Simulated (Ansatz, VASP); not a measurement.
# One calculation of KF, two programs

Contents of INCAR:

```
PREC = Accurate
ENCUT = 600
EDIFF = 1E-7
ISMEAR = 0
SIGMA = 0.02
LREAL = False
LASPH = True
NELM = 100
ALGO = Normal
ISIF = 3
LWAVE = False
LCHARG = False
GGA = PE
IBRION = 2
NSW = 100
EDIFFG = -0.01
```

KPOINTS

```
Automatic mesh
0
Gamma
  8 8 8
```

POSCAR

```
KF
1.0
    0.0000000000      2.6544134050      2.6544134050
    2.6544134050      0.0000000000      2.6544134050
    2.6544134050      2.6544134050      0.0000000000
K F
1 1
Direct
    0.0000000000      0.0000000000      0.0000000000
    0.5000000000      0.5000000000      0.5000000000
```

Input for Ansatz:

```yaml
crystal:
  lattice:
    - [0.0, 2.654413405, 2.654413405]
    - [2.654413405, 0.0, 2.654413405]
    - [2.654413405, 2.654413405, 0.0]
  atoms:
    - { symbol: K, position: [0.0, 0.0, 0.0] }
    - { symbol: F, position: [0.5, 0.5, 0.5] }
basis:
  ecutwfc: 420
kpoints:
  mp_grid: { grid: [8, 8, 8] }
hamiltonian:
  xc: pbe
scf:
  occupations: { method: gaussian, width: 0.02 }
output:
  forces: true
  stress: true
  eigenvalues: true
relax:
  adjacent_minimum: "off"
  f_tol: 0.01
  max_steps: 80
  cell: { stress_tol: 0.05 }
```

Alike in both runs: task relaxation of cell and atoms; functional PBE; k mesh 8 × 8 × 8; occupations gaussian, width 0.02 eV; no spin polarisation.

|  | VASP | Ansatz |
| --- | --- | --- |
| version | VASP 6.6.1 | Ansatz 0.2.0 |
| potentials or method | VASP PAW PBE potentials, release 64 (K_sv, F), cutoff 600 eV | scalar-relativistic, plane waves, PAW |
| valence electrons in the cell | 16 | 16 |

|  | VASP | Ansatz | Ansatz less VASP |
| --- | --- | --- | --- |
| gap on the k mesh at the Fermi level, each at its own relaxed structure (eV) | 5.94 | 5.96 | +0.024 |
| relaxed volume (Å³/atom) | 19.95 | 19.91 | -0.043 |
| relaxed length of the cell vector where the two differ most in proportion (Å) | 3.836 | 3.833 | -0.0028 |
